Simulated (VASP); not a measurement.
# Ni (Fm-3m) in VASP: single point with PBE

Aim: the single point of Ni with PBE.

Everything below comes from runs of VASP 6.6.1. Logs are shortened: lines on timing, memory, paths and dates and some standing lists are left out, and cuts for length are marked.

**1. The cell of the first run**

It takes space group Fm-3m (No. 225, cubic). Conventional cell: a = 3.525 Å, b = 3.525 Å, c = 3.525 Å, α = 90.00°, β = 90.00°, γ = 90.00°. Within 3.3 Å of Ni (site symmetry m-3m) lie 12 Ni at 2.49 Å.

**2. Single point, PBE, collinear spin, ferromagnetic start**

Contents of INCAR:

```
PREC     = Accurate       # precision mode
ENCUT    = 520            # plane-wave cutoff, eV
EDIFF    = 1E-6           # SCF threshold, eV
ISMEAR   = -1             # smearing method
SIGMA    = 0.05           # smearing width, eV
LREAL    = False          # projectors in reciprocal space
LASPH    = True           # aspherical terms in the spheres
NELM     = 150            # most SCF steps
ALGO     = Normal         # electronic algorithm
ISIF     = 2              # what is computed and relaxed
LWAVE    = False          # write WAVECAR
LCHARG   = True           # write CHGCAR
ISPIN    = 2              # spin polarisation
MAGMOM   = 1              # initial moments
LORBIT   = 11             # projections on sites
LMAXMIX  = 4              # l up to which the mixer works
GGA      = PE             # functional
LELF     = True           # ELF
LVHAR    = True         
NBANDS   = 15             # bands
```

Contents of KPOINTS:

```
Automatic mesh
0
Gamma
  19 19 19
```

Contents of POSCAR:

```
Ni
1.0
    0.0000000000      1.7627176325      1.7627176325
    1.7627176325      0.0000000000      1.7627176325
    1.7627176325      1.7627176325      0.0000000000
Ni
1
Direct
    0.0000000000      0.0000000000      0.0000000000
```

Potentials or basis: VASP PAW PBE potentials, release 64 (Ni).

Run with:

```console
> cat potpaw_PBE.64/Ni/POTCAR > POTCAR
> mpirun -np 1 vasp_std > vasp.out
```

OUTCAR:

```text
PREC = Accurate
   ENCUT = 520
   EDIFF = 1E-6
   ISMEAR = -1
   LREAL = False
   LASPH = True
   NELM = 150
   ISIF = 2
   ISPIN = 2
   LORBIT = 11
   GGA = PE

 ion  position               nearest neighbor table
   1  0.000  0.000  0.000-

  LATTYP: Found a face centered cubic cell.
 ALAT       =     3.5254352650

  Lattice vectors:

 A1 = (   0.0000000000,   1.7627176325,   1.7627176325)
 A2 = (   1.7627176325,   0.0000000000,   1.7627176325)
 A3 = (   1.7627176325,   1.7627176325,   0.0000000000)

Analysis of symmetry for initial positions (statically):
=====================================================================
 Subroutine PRICEL returns:
 Original cell was already a primitive cell.

 Routine SETGRP: Setting up the symmetry group for a
 face centered cubic supercell.

 Subroutine GETGRP returns: Found 48 space group operations
[... 9 lines left out ...]

 Routine SETGRP: Setting up the symmetry group for a
 face centered cubic supercell.

 Subroutine GETGRP returns: Found 48 space group operations
 (whereof 48 operations were pure point group operations)
 out of a pool of 48 trial point group operations.

The dynamic configuration has the point symmetry O_h .

Analysis of structural, dynamic, and magnetic symmetry:
=====================================================================
 Subroutine PRICEL returns:
 Original cell was already a primitive cell.

 Routine SETGRP: Setting up the symmetry group for a
 face centered cubic supercell.

 Subroutine GETGRP returns: Found 48 space group operations
 (whereof 48 operations were pure point group operations)
 out of a pool of 48 trial point group operations.

The overall configuration has the point symmetry O_h .

 Subroutine INISYM returns: Found 48 space group operations
[... 5 lines left out ...]
                                     Primitive cell

  volume of cell :      10.9541

  direct lattice vectors                    reciprocal lattice vectors
     0.000000000  1.762717633  1.762717633    -0.283652918  0.283652918  0.283652918
     1.762717633  0.000000000  1.762717633     0.283652918 -0.283652918  0.283652918
     1.762717633  1.762717633  0.000000000     0.283652918  0.283652918 -0.283652918

  length of vectors
     2.492859183  2.492859183  2.492859183     0.491301266  0.491301266  0.491301266

  position of ions in fractional coordinates (direct lattice)
     0.000000000  0.000000000  0.000000000

  ion indices of the primitive-cell ions
   primitive index   ion index
                 1           1

----------------------------------------------------------------------------------------

 KPOINTS: Automatic mesh

Automatic generation of k-mesh.
 Grid dimensions read from file:
 generate k-points for:   19   19   19

 Generating k-lattice:

  Cartesian coordinates                     Fractional coordinates (reciprocal lattice)
    -0.014929101  0.014929101  0.014929101     0.052631579  0.000000000  0.000000000
     0.014929101 -0.014929101  0.014929101     0.000000000  0.052631579  0.000000000
     0.014929101  0.014929101 -0.014929101     0.000000000  0.000000000  0.052631579

  Length of vectors
     0.025857961  0.025857961  0.025857961

  Shift w.r.t. Gamma in fractional coordinates (k-lattice)
     0.000000000  0.000000000  0.000000000

 Subroutine IBZKPT returns following result:
 ===========================================

 Found    220 irreducible k-points:

 Following reciprocal coordinates:
            Coordinates               Weight
  0.000000  0.000000  0.000000      1.000000
  0.052632  0.000000  0.000000      8.000000
  0.105263  0.000000  0.000000      8.000000
  0.157895  0.000000  0.000000      8.000000
  0.210526  0.000000  0.000000      8.000000
  0.263158  0.000000  0.000000      8.000000
[... 16 lines left out ...]
 -0.315789  0.052632  0.000000     24.000000
 -0.263158  0.052632  0.000000     24.000000
 [... further k-points ...]
   k-points           NKPTS =    220   k-points in BZ     NKDIM =    220   number of bands    NBANDS=     15
   number of dos      NEDOS =    301   number of ions     NIONS =      1
   total plane-waves  NPLWV =   8000
   dimension x,y,z NGX =    20 NGY =   20 NGZ =   20
   dimension x,y,z NGXF=    40 NGYF=   40 NGZF=   40
   ions per type =               1
   NGX,Y,Z   is equivalent  to a cutoff of  13.34, 13.34, 13.34 a.u.
   NGXF,Y,Z  is equivalent  to a cutoff of  26.68, 26.68, 26.68 a.u.
 SYSTEM =  unknown system
   PREC   = accura    normal or accurate (medium, high low for compatibility)
   ISTART =      0    job   : 0-new  1-cont  2-samecut
   ICHARG =      2    charge: 1-file 2-atom 10-const
   ISPIN  =      2    spin polarized calculation?
   LNONCOLLINEAR =      F non collinear calculations
   LSORBIT =      F    spin-orbit coupling
   LASPH  =      T    aspherical Exc in radial PAW
   ENCUT  =  520.0 eV  38.22 Ry    6.18 a.u.   4.64  4.64  4.64*2*pi/ulx,y,z
   NELM   =    150;   NELMIN=  2; NELMDL= -5     # of ELM steps
   EDIFF  = 0.1E-05   stopping-criterion for ELM
   LREAL  =      F    real-space projection
   EDIFFG = 0.1E-04   stopping-criterion for IOM
   NSW    =      0    number of steps for IOM
   IBRION =     -1    ionic relax: 0-MD 1-quasi-New 2-CG
   NFREE  =      0    steps in history (QN), initial steepest desc. (CG)
   ISIF   =      2    stress and relaxation
   ISYM   =      2    0-nonsym 1-usesym 2-fastsym
   POTIM  = 0.5000    time-step for ionic-motion
   TEBEG  =    0.0;   TEEND  =   0.0 temperature during run
   PSTRESS=    0.0 pullay stress
   NELECT =      10.0000    total number of electrons
   NUPDOWN=      -1.0000    fix difference up-down
   EMIN   =  10.00;   EMAX   =-10.00  energy-range for DOS
   EFERMI =   0.00;   METHOD = LEGACY
   ISMEAR =    -1;   SIGMA  =   0.05  broadening in eV -4-tet -1-fermi 0-gaus
   EFERMI_NEDOS =   21; number of points for ismear=-14 and -15
   IALGO  =     38    algorithm
   IMIX   =      4    mixing-type and parameters
     AMIX     =   0.40;   BMIX     =  1.00
     AMIX_MAG =   1.60;   BMIX_MAG =  1.00
  volume/ion in A,a.u.               =      10.95        73.92
  Fermi-wavevector in a.u.,A,eV,Ry     =   1.588115  3.001103 34.315401  2.522111
  Thomas-Fermi vector in A             =   2.687169
   LORBIT       =     11    0 simple, 1 ext, 2 COOP (PROOUT), +10 PAW based schemes
   GGA     = PE    functional components
   LHFCALC =     F    Hartree Fock is set to
   AEXX    =    0.0000 exact exchange contribution
   IVDW    =     0    specifies the selected vdW correction
   LEPSILON=     F    determine dielectric tensor
   LRPA    =     F    only Hartree local field effects (RPA)
 spin polarized calculation
  energy-cutoff  :      520.00
  volume of cell :       10.95
 maximum number of plane-waves:       306
   NGX =  9   NGY =  9   NGZ =  9

 number of electron      10.0000010 magnetization       0.6348375

 Free energy of the ion-electron system (eV)
  ---------------------------------------------------
  ext. energy  EPLUGINS =         0.00000000
  ---------------------------------------------------
  free energy    TOTEN  =        -5.47624039 eV

  energy without entropy =       -5.46126468  energy(sigma->0) =       -5.46875253

 E-fermi :   9.2851     XC(G=0): -13.2156

 val. band max:        9.2834960083   @ k =  -0.4737   0.2105   0.1053
 cond. band min:       9.2867004878   @ k =   0.3684   0.2632   0.0000
 fundamental gap:      0.0032044794
 Fermi energy:         9.2850929522

 spin component 1

 k-point     1 :       0.0000    0.0000    0.0000
  band No.  band energies     occupation
      1       0.3175      1.00000
      2       6.8586      1.00000
      3       6.8586      1.00000
      4       6.8586      1.00000
      5       8.0247      1.00000
      6       8.0247      1.00000
      7      32.9481      0.00000
      8      36.7533      0.00000
      9      36.7533      0.00000
     10      36.7533      0.00000
     11      39.6694      0.00000
     12      39.6694      0.00000
     13      39.6694      0.00000
     14      42.6512      0.00000
     15      48.8711      0.00000
[... 397 lines left out ...]
 k-point    24 :      -0.2632    0.0526    0.0000
  band No.  band energies     occupation
      1       3.0912      1.00000
      2       6.5316      1.00000
      3       7.0568      1.00000
      4       7.1053      1.00000
      5       8.0393      1.00000
      6       8.3524      1.00000
      7      22.2111      0.00000
      8      31.1068      0.00000
      9      34.1393      0.00000
     10      36.2228      0.00000
     11      38.1171      0.00000
     12      39.4172      0.00000
     13      43.1881      0.00000
     14      46.1533      0.00000
     15      48.6551      0.00000

 [... further k-points ...]

 spin component 2

 k-point     1 :       0.0000    0.0000    0.0000
  band No.  band energies     occupation
      1       0.2822      1.00000
      2       7.6209      1.00000
      3       7.6209      1.00000
      4       7.6209      1.00000
      5       8.6193      1.00000
      6       8.6193      1.00000
      7      32.7813      0.00000
      8      36.7360      0.00000
      9      36.7360      0.00000
     10      36.7360      0.00000
     11      39.7706      0.00000
     12      39.7706      0.00000
     13      39.7706      0.00000
     14      42.5279      0.00000
     15      49.0682      0.00000
[... 397 lines left out ...]
 k-point    24 :      -0.2632    0.0526    0.0000
  band No.  band energies     occupation
      1       3.1141      1.00000
      2       7.1496      1.00000
      3       7.7307      1.00000
      4       7.7854      1.00000
      5       8.7265      0.99999
      6       9.0424      0.99227
      7      22.3739      0.00000
      8      31.1116      0.00000
      9      34.1082      0.00000
     10      36.3256      0.00000
     11      38.1424      0.00000
     12      39.4079      0.00000
     13      43.1988      0.00000
     14      46.2442      0.00000
     15      48.8021      0.00000

 [... further k-points ...]

------------------------ aborting loop because EDIFF is reached ----------------------------------------

  FORCE on cell =-STRESS in cart. coord.  units (eV):
  Direction    XX          YY          ZZ          XY          YZ          ZX
  --------------------------------------------------------------------------------------
  -------------------------------------------------------------------------------------
  Total       -0.0783540     -0.0783540     -0.0783540      0.0000000     -0.0000000     -0.0000000
  in kB      -11.4602387    -11.4602387    -11.4602387      0.0000000     -0.0000000     -0.0000000
  external PRESSURE =     -11.4602387 kB  Pullay stress =       0.0000000 kB

 VOLUME and BASIS-vectors are now :
 -----------------------------------------------------------------------------
  energy-cutoff  :      520.00
  volume of cell :       10.95
      direct lattice vectors                 reciprocal lattice vectors
     0.000000000  1.762717633  1.762717633    -0.283652918  0.283652918  0.283652918
     1.762717633  0.000000000  1.762717633     0.283652918 -0.283652918  0.283652918
     1.762717633  1.762717633  0.000000000     0.283652918  0.283652918 -0.283652918

 POSITION                                       TOTAL-FORCE (eV/Angst)
 -----------------------------------------------------------------------------------
      0.00000      0.00000      0.00000         0.000000     -0.000000     -0.000000
 -----------------------------------------------------------------------------------
    total drift:                                0.000000      0.000000      0.000000

  FREE ENERGIE OF THE ION-ELECTRON SYSTEM (eV)
  ---------------------------------------------------
  free  energy   TOTEN  =        -5.4762403898 eV

  energy  without entropy=       -5.4612646754  energy(sigma->0) =       -5.46875253

 total charge

# of ion       s       p       d       tot
------------------------------------------
    1        0.495   0.492   8.311   9.298

 magnetization (x)

# of ion       s       p       d       tot
------------------------------------------
    1       -0.006  -0.025   0.679   0.648
```

Wall time 34 s (1 thread of Intel Xeon 6975P-C (Granite Rapids), shared host); peak memory 0.17 GiB.

What came out:

```
Free energy                                           : -5.4762 eV
Pressure                                              : -1.1 GPa
Net moment                                            : 0.63 μB per cell
Site moments                                          : Ni +0.65 μB
Valence electrons inside the program's atomic spheres : Ni 9.30
```
